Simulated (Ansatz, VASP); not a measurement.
## GeSb4Te7 in VASP and in Ansatz

INCAR

```
SYSTEM = GeSb4Te7
  PREC = Accurate
  ENCUT = 520
  EDIFF = 1E-6
  ISMEAR = 0
  SIGMA = 0.01
  LREAL = .False.
  LASPH = .True.
  NELM = 80
  ALGO = Normal
  ISIF = 2
  LWAVE = .False.
  LCHARG = .False.
  GGA = CA
  NBANDS = 50
```

KPOINTS

```
regular mesh
0
Gamma
  12 12 2
  0 0 0
```

File POSCAR:

```
GeSb4Te7
1.0
    4.2656559796      0.0000000000      0.0000000000
   -2.1328279898      3.6941664421      0.0000000000
    0.0000000000      0.0000000000     24.2241478557
Ge Sb Te
1 4 7
Direct
    0.0000000000      0.0000000000      0.5000000000
    0.6666666667      0.3333333333      0.9182117396
    0.3333333333      0.6666666667      0.3480243046
    0.3333333333      0.6666666667      0.0817882604
    0.6666666667      0.3333333333      0.6519756954
    0.3333333333      0.6666666667      0.8477998835
    0.6666666667      0.3333333333      0.1522001165
    0.0000000000      0.0000000000      0.7219453688
    0.6666666667      0.3333333333      0.4308888333
    0.3333333333      0.6666666667      0.5691111667
    0.0000000000      0.0000000000      0.0000000000
    0.0000000000      0.0000000000      0.2780546312
```

Input for Ansatz:

```yaml
crystal:
  lattice:
    - [4.2656559796, 0.0, 0.0]
    - [-2.1328279898, 3.6941664421, 0.0]
    - [0.0, 0.0, 24.2241478557]
  atoms:
    - { symbol: Ge, position: [0.0, 0.0, 0.5] }
    - { symbol: Sb, position: [0.6666666667, 0.3333333333, 0.9182117396] }
    - { symbol: Sb, position: [0.3333333333, 0.6666666667, 0.3480243046] }
    - { symbol: Sb, position: [0.3333333333, 0.6666666667, 0.0817882604] }
    - { symbol: Sb, position: [0.6666666667, 0.3333333333, 0.6519756954] }
    - { symbol: Te, position: [0.3333333333, 0.6666666667, 0.8477998835] }
    - { symbol: Te, position: [0.6666666667, 0.3333333333, 0.1522001165] }
    - { symbol: Te, position: [0.0, 0.0, 0.7219453688] }
    - { symbol: Te, position: [0.6666666667, 0.3333333333, 0.4308888333] }
    - { symbol: Te, position: [0.3333333333, 0.6666666667, 0.5691111667] }
    - { symbol: Te, position: [0.0, 0.0, 0.0] }
    - { symbol: Te, position: [0.0, 0.0, 0.2780546312] }
kpoints:
  mp_grid: { grid: [12, 12, 2] }
  band_path:
    path:
      - [0.0, 0.0, 0.0]
      - [0.5, 0.0, 0.0]
      - [0.3333333333, 0.3333333333, 0.0]
      - [0.0, 0.0, 0.5]
      - [0.5, 0.0, 0.5]
      - [0.3333333333, 0.3333333333, 0.5]
    npoints: 1
hamiltonian:
  xc: lda
scf:
  occupations: { method: fixed }
  n_extra_bands: 7
output:
  forces: true
  stress: true
  eigenvalues: true
```

Alike in both runs: task single point; functional LDA; k mesh 12 × 12 × 2; no spin polarisation.

```csv
,VASP,Ansatz
version,VASP 6.6.1,Ansatz 0.2.0
potentials or method,"VASP PAW LDA potentials, release 64 (Ge_d, Sb, Te)","plane waves, PAW"
plane-wave cutoff (eV),520,420
occupations,"gaussian, width 0.01 eV",fixed
valence electrons in the cell,76,186
```

|  | VASP | Ansatz | Ansatz less VASP |
| --- | --- | --- | --- |
| gap on the k mesh at the Fermi level (eV) | 0.26 | 0.27 | +0.007 |
| pressure (GPa) | -1.8 | -2.0 | -0.14 |
| traceless stress, the component that is largest in VASP (GPa) | -0.23 | -0.24 | -0.013 |
| rms of the force components (eV/Å) | 0.015 | 0.015 | -0.0001 |

LDA's correlation is that of Perdew and Zunger in VASP and of Perdew and Wang (1992) in Ansatz. Atom by atom the forces differ by 0.019 eV/Å (rms over components). VASP's potentials hold 76 valence electrons a cell and Ansatz's 186, so a difference there can come from the potentials and not from the codes.

Neither program's run includes spin-orbit coupling.
